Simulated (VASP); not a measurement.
A run of VASP 6.6.1 is set up as follows.

File INCAR:

```
SYSTEM = C
PREC = Accurate
ENCUT = 600
EDIFF = 1E-7
ISMEAR = 0
SIGMA = 0.1
LREAL = .FALSE.
LASPH = .TRUE.
NELM = 60
ALGO = Normal
ISIF = 3
LWAVE = .FALSE.
LCHARG = .FALSE.
GGA = PS
IBRION = 2
NSW = 90
EDIFFG = -0.04
```

Contents of KPOINTS:

```
regular mesh
0
G
  8 8 8
  0 0 0
```

Contents of POSCAR:

```
C
1.0
    0.0000000000      1.7898390965      1.7898390965
    1.7898390965      0.0000000000      1.7898390965
    1.7898390965      1.7898390965      0.0000000000
C
1
Direct
    0.0000000000      0.0000000000      0.0000000000
```

Potentials or basis: VASP PAW PBE potentials, release 64 (C).

Launch:

```console
$ cat potpaw_PBE.64/C/POTCAR > POTCAR
$ mpirun -np 1 vasp_std > vasp.out
```

Problem. What does it give for the relaxed cell?

Solution. a = 2.163 Å, b = 2.163 Å, c = 2.163 Å, α = 60.00°, β = 60.00°, γ = 60.00°.

Problem. Predict the space group after relaxing (to 0.05 Å).

Solution. Fm-3m (No. 225).

Problem. Predict the band gap on the k mesh.

Solution. Zero (band 2 reaches 16.08 eV, above the bottom of band 3 at 4.25 eV).

Problem. What does it give for the relaxed volume?

Solution. 7.15 Å³/atom.

Step by step:
```tsv
step	energy change (eV)	largest force (eV/Å)	pressure (GPa)	volume (Å³)
1	0.0000	0.0000	-32.93	11.47
2	-0.6226	0.0000	-15.84	7.98
3	-0.6651	0.0000	-3.09	7.30
4	-0.6663	0.0000	0.55	7.15
```

Caveat: the k points lie up to 0.44 Å⁻¹ apart in the final cell; the volume moved by over 15 % at a fixed basis, so the end points are rough; the PAW data sets were made with another functional, which shifts forces and pressure a little.
